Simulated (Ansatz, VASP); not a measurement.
Given: the input of a run of VASP 6.6.1 on HPbNO4.

The input INCAR:

```
SYSTEM = HPbNO4
ALGO = Normal
EDIFF = 1E-7
ENCUT = 520
GGA = PE
ISIF = 2
ISMEAR = -1
LASPH = .True.
LCHARG = .False.
LREAL = .False.
LWAVE = .False.
NBANDS = 31
NELM = 60
PREC = Accurate
SIGMA = 0.05
```

The input KPOINTS:

```
k-points
0
Gamma
  6 4 4
  0 0 0
```

POSCAR

```
HPbNO4
1.0
    4.3036241364     -0.0004026491      0.0064021204
   -2.0977916605      5.2422394157     -0.0493949764
   -2.1378351119     -1.8780962541      4.9474600214
H Pb N O
1 1 1 4
Direct
    0.9907300000      0.0333000000      0.9099400000
    0.5027400000      0.8198900000      0.1428700000
    0.0083800000      0.4740800000      0.5026500000
    0.9981600000      0.9274100000      0.0287700000
    0.1946700000      0.7343500000      0.6085200000
    0.8167300000      0.3588200000      0.2455600000
    0.0138100000      0.3312100000      0.6521700000
```

Potentials or basis: VASP PAW PBE potentials, release 64 (H, Pb_d, N, O).

The run is started by

```bash
$ cat potpaw_PBE.64/H/POTCAR potpaw_PBE.64/Pb_d/POTCAR potpaw_PBE.64/N/POTCAR potpaw_PBE.64/O/POTCAR > POTCAR
$ mpirun -np 1 vasp_std > vasp.out
```

Question: Translate it to Ansatz 0.2.0. Potentials there: all-electron LAPW, scalar-relativistic.

Answer: As run (the cutoff follows the program's own potentials):

input.yaml

```yaml
crystal:
  lattice:
    - [4.3036241364, -0.0004026491, 0.0064021204]
    - [-2.0977916605, 5.2422394157, -0.0493949764]
    - [-2.1378351119, -1.8780962541, 4.9474600214]
  atoms:
    - { symbol: H, position: [0.99073, 0.0333, 0.90994] }
    - { symbol: Pb, position: [0.50274, 0.81989, 0.14287] }
    - { symbol: "N", position: [0.00838, 0.47408, 0.50265] }
    - { symbol: O, position: [0.99816, 0.92741, 0.02877] }
    - { symbol: O, position: [0.19467, 0.73435, 0.60852] }
    - { symbol: O, position: [0.81673, 0.35882, 0.24556] }
    - { symbol: O, position: [0.01381, 0.33121, 0.65217] }
kpoints:
  mp_grid: { grid: [6, 4, 4] }
scf:
  occupations: { method: fermi_dirac, width: 0.05 }
hamiltonian:
  xc: pbe
  pseudopotentials: { kind: all_electron, lapw: { basis_error: 0.003 } }
output:
  forces: true
  stress: true
  eigenvalues: true
```

Potentials or basis: all-electron LAPW, scalar-relativistic.

Command:

```bash
$ ansatz run input.yaml --threads 8 --pin off --max-ram 24576MiB --backend cpu --events-out ev --progress --plain --runs-dir out
```

Both were run:

|  | VASP | Ansatz | Ansatz less VASP |
| --- | --- | --- | --- |
| gap on the k mesh at the Fermi level (eV) | 2.81 | 2.84 | +0.032 |
| least direct gap on the mesh (eV) | 3.10 | 3.13 | +0.033 |
| pressure (GPa) | -1.1 | -1.7 | -0.62 |
| traceless stress, the component that is largest in VASP (GPa) | 0.12 | 0.22 | +0.101 |
| rms of the force components (eV/Å) | 0.076 | 0.226 | +0.1502 |

Atom by atom the forces differ by 0.159 eV/Å (rms over components). One of these differences is far larger than is usual between the two programs; its cause wasn't traced. Ansatz ran all-electron here, and VASP with PAW potentials.

Neither program's run includes spin-orbit coupling.
